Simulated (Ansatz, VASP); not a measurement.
## SiC in VASP and in Ansatz

File INCAR:

```
  PREC = Accurate
  ENCUT = 600
  EDIFF = 1E-7
  ISMEAR = 0
  SIGMA = 0.01
  LREAL = F
  LASPH = T
  NELM = 100
  ALGO = Normal
  ISIF = 3
  LWAVE = F
  LCHARG = F
  GGA = PE
  IBRION = 2
  NSW = 80
  EDIFFG = -0.002
```

File KPOINTS:

```
Automatic mesh
0
Gamma
  12 12 3
```

The input POSCAR:

```
SiC
1.0
    3.0800000000      0.0000000000      0.0000000000
   -1.5400000000      2.6673582437      0.0000000000
    0.0000000000      0.0000000000     10.0800000000
Si C
4 4
Direct
    0.0000000000      0.0000000000      0.0000000000
    0.3333333333      0.6666666667      0.2500000000
    0.6666666667      0.3333333333      0.5000000000
    0.3333333333      0.6666666667      0.7500000000
    0.0000000000      0.0000000000      0.1875000000
    0.3333333333      0.6666666667      0.4375000000
    0.6666666667      0.3333333333      0.6875000000
    0.3333333333      0.6666666667      0.9375000000
```

Input for Ansatz:

```yaml
crystal:
  lattice:
    - [3.08, 0.0, 0.0]
    - [-1.54, 2.6673582437, 0.0]
    - [0.0, 0.0, 10.08]
  atoms:
    - { symbol: Si, position: [0.0, 0.0, 0.0] }
    - { symbol: C, position: [0.0, 0.0, 0.1875] }
    - { symbol: Si, position: [0.3333333333, 0.6666666667, 0.25] }
    - { symbol: C, position: [0.3333333333, 0.6666666667, 0.4375] }
    - { symbol: Si, position: [0.6666666667, 0.3333333333, 0.5] }
    - { symbol: C, position: [0.6666666667, 0.3333333333, 0.6875] }
    - { symbol: Si, position: [0.3333333333, 0.6666666667, 0.75] }
    - { symbol: C, position: [0.3333333333, 0.6666666667, 0.9375] }
scf:
  occupations: { method: fixed }
output:
  forces: true
  stress: true
  eigenvalues: true
  write_density: true
  write_potential: true
  elf: true
  volumetric_format: npy
hamiltonian:
  xc: pbe
kpoints:
  mp_grid: { grid: [12, 12, 3] }
basis:
  ecutwfc: 560
relax:
  f_tol: 0.002
  max_steps: 60
  cell: { stress_tol: 0.01 }
```

Alike in both runs: task relaxation of cell and atoms; functional PBE; k mesh 12 × 12 × 3; no spin polarisation.

```csv
,VASP,Ansatz
version,VASP 6.6.1,Ansatz 0.2.0
potentials or method,"VASP PAW PBE potentials, release 64 (Si, C), cutoff 600 eV","scalar-relativistic, plane waves, PAW"
occupations,"gaussian, width 0.01 eV",fixed
valence electrons in the cell,32,32
```

VASP gave:

| Property | Result |
| --- | --- |
| gap on the k mesh at the Fermi level, each at its own relaxed structure (eV) | 2.22 |
| relaxed volume (Å³/atom) | 10.49 |
| relaxed cell length with the largest relative difference (Å) | 3.093 |

What did Ansatz give for the same quantities?

gap on the k mesh at the Fermi level, each at its own relaxed structure (eV): 2.22; relaxed volume (Å³/atom): 10.50; relaxed cell length with the largest relative difference (Å): 3.094.
